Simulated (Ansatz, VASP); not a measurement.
ZnAu: VASP beside Ansatz

Contents of INCAR:

```
ALGO = Fast ; EDIFF = 1E-6
ENCUT = 520 ; GGA = PE
ISIF = 2 ; ISMEAR = 0
LASPH = T ; LCHARG = F
LREAL = F ; LWAVE = F
NBANDS = 18 ; NELM = 80
PREC = Accurate ; SIGMA = 0.15
```

Contents of KPOINTS:

```
k-points
0
Gamma
  16 16 16
```

Contents of POSCAR:

```
ZnAu
1.0
    3.1901149467      0.0000000000      0.0000000000
    0.0000000000      3.1901149467      0.0000000000
    0.0000000000      0.0000000000      3.0625103488
Zn Au
1 1
Direct
    0.5000000000      0.5000000000      0.5000000000
    0.0000000000      0.0000000000      0.0000000000
```

Input for Ansatz:

```yaml
crystal:
  lattice:
    - [3.1901149467, 0.0, 0.0]
    - [0.0, 3.1901149467, 0.0]
    - [0.0, 0.0, 3.0625103488]
  atoms:
    - { symbol: Zn, position: [0.5, 0.5, 0.5] }
    - { symbol: Au, position: [0.0, 0.0, 0.0] }
basis:
  ecutwfc: 420
kpoints:
  mp_grid: { grid: [16, 16, 16] }
hamiltonian:
  xc: pbe
scf:
  occupations: { method: gaussian, width: 0.15 }
output:
  forces: true
  stress: true
  eigenvalues: true
  write_density: true
  write_potential: true
  elf: true
  volumetric_format: npy
```

Alike in both runs: task single point; functional PBE; k mesh 16 × 16 × 16; occupations gaussian, width 0.15 eV; no spin polarisation.

```csv
,VASP,Ansatz
version,VASP 6.6.1,Ansatz 0.2.0
potentials or method,"VASP PAW PBE potentials, release 64 (Zn, Au), cutoff 520 eV","scalar-relativistic, plane waves, PAW"
valence electrons in the cell,23,31
```

```tsv
	VASP	Ansatz	Ansatz less VASP
gap on the k mesh at the Fermi level (eV)	none	none	-
pressure (GPa)	4.9	4.9	0.00
traceless stress, the component that is largest in VASP (GPa)	0.29	0.31	+0.020
```

A gap of «none» marks a metal or a gap that the smearing closes. With one functional, cell and mesh, what is left measures potentials, basis and numerics. VASP's potentials hold 23 valence electrons a cell and Ansatz's 31, so a difference there can come from the potentials and not from the codes.

Neither program's run includes spin-orbit coupling.
